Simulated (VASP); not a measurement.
Input of a VASP 6.6.1 run:

The input INCAR:

```
SYSTEM = Te
PREC     = Accurate       ! precision mode
ENCUT    = 520            ! plane-wave cutoff, eV
EDIFF    = 1E-6           ! SCF threshold, eV
ISMEAR   = -1             ! smearing method
SIGMA    = 0.13605693000000002 ! smearing width, eV
LREAL    = .False.        ! projectors in reciprocal space
LASPH    = .True.         ! aspherical terms in the spheres
NELM     = 60             ! most SCF steps
ALGO     = Normal         ! electronic algorithm
ISIF     = 2              ! what is computed and relaxed
LWAVE    = .False.        ! write WAVECAR
LCHARG   = .True.         ! write CHGCAR
LELF     = .True.         ! ELF
LVHAR    = .True.       
NBANDS   = 9              ! bands
```

The input KPOINTS:

```
Automatic mesh
0
Gamma
  11 11 11
  0 0 0
```

Contents of POSCAR:

```
Te
1.0
    3.1383715033      0.0000000000      0.0000000000
    0.0000000000      3.1383715033      0.0000000000
    0.0000000000      0.0000000000      3.1383715033
Te
1
Direct
    0.0000000000      0.0000000000      0.0000000000
```

Potentials or basis: VASP PAW LDA potentials, release 64 (Te).

Run with:

```console
$ cat potpaw_LDA.64/Te/POTCAR > POTCAR
$ mpirun -np 1 vasp_std > vasp.out
```

Task: Estimate the pressure.

Result: -0.2 GPa.

Task: Estimate the band gap on the k mesh.

Result: Zero (band 3 reaches 9.74 eV, above the bottom of band 4 at 4.01 eV).

Caveat: spin-orbit coupling is left out, which moves the levels of the heavy elements.
